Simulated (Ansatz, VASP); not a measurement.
# Hf3AlN4 in VASP and in Ansatz

```xyz
8
Lattice="3.1796 -4.4633 0.0000 3.1796 4.4633 0.0000 0.0000 0.0000 3.1213" Properties=species:S:1:pos:R:3 pbc="T T T"
Hf    0.0000    0.0000    0.0000
Hf    1.5898    2.2317    1.5606
Hf    1.5898   -2.2317    1.5606
Al    3.1796    0.0000    0.0000
N     3.1796   -2.1186    0.0000
N     4.6119    0.0000    1.5606
N     1.7472    0.0000    1.5606
N     3.1796    2.1186    0.0000
```

Alike in both runs: functional PBE; k mesh 4 × 4 × 6; occupations gaussian, width 0.1 eV; no spin polarisation.

Ansatz relaxed the structure, and its values are those at the end. VASP's run is a single point on that final structure, the one shown.

```csv
,VASP,Ansatz
version,VASP 6.6.1,Ansatz 0.2.0
potentials or method,"VASP PAW PBE potentials, release 64 (Hf_pv, Al, N), cutoff 520 eV","scalar-relativistic, plane waves, PAW"
valence electrons in the cell,53,101
```

|  | VASP | Ansatz | Ansatz less VASP |
| --- | --- | --- | --- |
| gap on the k mesh at the Fermi level (eV) | none | none | - |
| pressure (GPa) | -2.3 | -0.4 | +1.90 |
| rms of the force components (eV/Å) | 0.033 | 0.005 | -0.0283 |

A gap of «none» marks a metal or a gap that the smearing closes. VASP's potentials hold 53 valence electrons a cell and Ansatz's 101, so a difference there can come from the potentials and not from the codes.

Spin-orbit coupling is off throughout.
